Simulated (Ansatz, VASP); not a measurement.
One calculation of CsSnI3, two programs

INCAR

```
SYSTEM = CsSnI3
PREC     = Accurate       ! precision mode
ENCUT    = 600            ! plane-wave cutoff, eV
EDIFF    = 1E-6           ! SCF threshold, eV
ISMEAR   = -1             ! smearing method
SIGMA    = 0.05           ! smearing width, eV
LREAL    = .False.        ! projectors in reciprocal space
LASPH    = .True.         ! aspherical terms in the spheres
NELM     = 80             ! most SCF steps
ALGO     = Normal         ! electronic algorithm
ISIF     = 3              ! what is computed and relaxed
LWAVE    = .False.        ! write WAVECAR
LCHARG   = .False.        ! write CHGCAR
GGA      = PE             ! functional
IVDW     = 13             ! dispersion correction
IBRION   = 2              ! ionic algorithm
NSW      = 60             ! ionic steps
EDIFFG   = -0.01          ! ionic threshold
```

Contents of KPOINTS:

```
regular mesh
0
Gamma
  5 5 5
  0 0 0
```

Contents of POSCAR:

```
CsSnI3
1.0
    6.2057000000      0.0000000000      0.0000000000
    0.0000000000      6.2057000000      0.0000000000
    0.0000000000      0.0000000000      6.2057000000
Cs I Sn
1 3 1
Direct
    0.0000000000      0.0000000000      0.0000000000
    0.5000000000      0.5000000000      0.0000000000
    0.5000000000      0.0000000000      0.5000000000
    0.0000000000      0.5000000000      0.5000000000
    0.5000000000      0.5000000000      0.5000000000
```

The input input.yaml:

```yaml
crystal:
  lattice:
    - [6.2057, 0.0, 0.0]
    - [0.0, 6.2057, 0.0]
    - [0.0, 0.0, 6.2057]
  atoms:
    - { symbol: Cs, position: [0.0, 0.0, 0.0] }
    - { symbol: I, position: [0.5, 0.5, 0.0] }
    - { symbol: I, position: [0.5, 0.0, 0.5] }
    - { symbol: I, position: [0.0, 0.5, 0.5] }
    - { symbol: Sn, position: [0.5, 0.5, 0.5] }
hamiltonian:
  xc: pbe
  pseudopotentials: { kind: paw }
  dispersion: d4
kpoints:
  mp_grid: { grid: [5, 5, 5] }
scf:
  occupations: { method: fermi_dirac, width: 0.05 }
output:
  forces: true
  stress: true
  write_density: true
  write_potential: true
  elf: true
  volumetric_format: npy
relax:
  f_tol: 0.01
  max_steps: 40
  cell: { stress_tol: 0.05 }
```

Alike in both runs: task relaxation of cell and atoms; functional PBE; dispersion D4; k mesh 5 × 5 × 5; occupations fermi-dirac, width 0.05 eV; no spin polarisation.

|  | VASP | Ansatz |
| --- | --- | --- |
| version | VASP 6.6.1 | Ansatz 0.2.0 |
| potentials or method | VASP PAW PBE potentials, release 64 (Cs_sv, I, Sn_d) | Ansatz PAW |
| plane-wave cutoff (eV) | 600 | 420 |
| valence electrons in the cell | 44 | 74 |

|  | VASP | Ansatz | Ansatz less VASP |
| --- | --- | --- | --- |
| gap on the k mesh at the Fermi level, each at its own relaxed structure (eV) | 1.73 | 1.73 | +0.003 |
| relaxed volume (Å³/atom) | 46.89 | 46.84 | -0.046 |
| relaxed cell length with the largest relative difference (Å) | 6.166 | 6.164 | -0.0020 |

VASP's potentials hold 44 valence electrons a cell and Ansatz's 74, so a difference there can come from the potentials and not from the codes.

Spin-orbit coupling is off throughout. Noted on Ansatz's run: odd divisions of the mesh miss points on the zone boundary, where band edges often lie, so the gap on the mesh can be too wide; the plane-wave basis is chosen anew once the cell has moved, so the energies of steps on either side of that aren't comparable.
